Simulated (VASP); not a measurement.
A run of VASP 6.6.1:

INCAR

```
SYSTEM = CuO
AGGAC    = 1.0          
AGGAX    = 1.0          
ALDAC    = 0.0          
ALDAX    = 1.0          
ALGO     = Normal         ! electronic algorithm
EDIFF    = 1E-6           ! SCF threshold, eV
ENCUT    = 520            ! plane-wave cutoff, eV
GGA      = B5             ! functional
ISIF     = 2              ! what is computed and relaxed
ISMEAR   = -1             ! smearing method
LASPH    = .TRUE.         ! aspherical terms in the spheres
LCHARG   = .TRUE.         ! write CHGCAR
LELF     = .TRUE.         ! ELF
LREAL    = .FALSE.        ! projectors in reciprocal space
LVHAR    = .TRUE.       
LWAVE    = .FALSE.        ! write WAVECAR
NBANDS   = 25             ! bands
NELM     = 60             ! most SCF steps
PREC     = Accurate       ! precision mode
SIGMA    = 0.05           ! smearing width, eV
```

File KPOINTS:

```
k-points
0
G
  10 10 5
  0 0 0
```

The input POSCAR:

```
CuO
1.0
    2.3446497600     -1.7133998200      0.0000000000
    2.3446497600      1.7133998200      0.0000000000
   -0.8605499100      0.0000000000      5.0594394800
Cu O
2 2
Direct
    0.0032000000      0.4968000000      0.0000000000
    0.4968000000      0.0032000000      0.5000000000
    0.5714000000      0.4056000000      0.2537000000
    0.4056000000      0.5714000000      0.7537000000
```

Potentials or basis: VASP PAW PBE potentials, release 64 (Cu, O).

The run is started by

```sh
$ cat potpaw_PBE.64/Cu/POTCAR potpaw_PBE.64/O/POTCAR > POTCAR
$ mpirun -np 1 vasp_std > vasp.out
```

Hardware: 1 thread of Intel Xeon 8259CL (shared host).

Question: How long does it take, and how much memory?

Answer: It took 4.4 min on 1 thread of Intel Xeon 8259CL, on a shared host, peak memory 0.25 GiB. Counts: scf iterations 15, k points 141.
